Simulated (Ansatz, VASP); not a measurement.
## One calculation of Ni, two programs

The input INCAR:

```
PREC = Accurate
ENCUT = 520
EDIFF = 1E-6
ISMEAR = -1
SIGMA = 0.1
LREAL = False
LASPH = True
NELM = 150
ALGO = Normal
ISIF = 2
LWAVE = False
LCHARG = False
ISPIN = 2
MAGMOM = 0.6 0.6 -0.6 -0.6
LORBIT = 11
LMAXMIX = 4
GGA = PS
NBANDS = 32
```

File KPOINTS:

```
regular mesh
0
Gamma
  9 9 9
```

POSCAR

```
Ni
1.0
    3.5238700000      0.0000000000      0.0000000000
    0.0000000000      3.5238700000      0.0000000000
    0.0000000000      0.0000000000      3.5238700000
Ni
4
Direct
    0.0000000000      0.0000000000      0.0000000000
    0.5000000000      0.5000000000      0.0000000000
    0.5000000000      0.0000000000      0.5000000000
    0.0000000000      0.5000000000      0.5000000000
```

Input for Ansatz:

```yaml
crystal:
  lattice:
    - [3.52387, 0.0, 0.0]
    - [0.0, 3.52387, 0.0]
    - [0.0, 0.0, 3.52387]
  atoms:
    - { symbol: Ni, position: [0.0, 0.0, 0.0], spin: 0.6 }
    - { symbol: Ni, position: [0.5, 0.5, 0.0], spin: 0.6 }
    - { symbol: Ni, position: [0.5, 0.0, 0.5], spin: -0.6 }
    - { symbol: Ni, position: [0.0, 0.5, 0.5], spin: -0.6 }
magnetization:
  spin_polarized: true
kpoints:
  mp_grid: { grid: [9, 9, 9] }
scf:
  occupations: { method: fermi_dirac, width: 0.1 }
  lower_state_search: "off"
hamiltonian:
  xc: pbesol
  pseudopotentials: { kind: all_electron, datasets: crystal }
output:
  forces: true
  stress: true
  eigenvalues: true
```

Alike in both runs: task single point; functional PBEsol; k mesh 9 × 9 × 9; occupations fermi-dirac, width 0.1 eV; collinear spin.

```csv
,VASP,Ansatz
version,VASP 6.6.1,Ansatz 0.2.0
potentials or method,"VASP PAW PBE potentials, release 64 (Ni), cutoff 520 eV","all-electron PAW with datasets made for the crystal, scalar-relativistic"
```

```tsv
	VASP	Ansatz	Ansatz less VASP
gap on the k mesh at the Fermi level (eV)	none	none	-
pressure (GPa)	-11.0	-11.2	-0.19
net moment per atom (μB)	0.00	0.00	0.000
```

VASP's potentials were made for PBE, not for PBEsol. A gap of «none» marks a metal or a gap that the smearing closes. Ansatz ran all-electron here, and VASP with PAW potentials. Ansatz's warnings: seeded moment not kept.
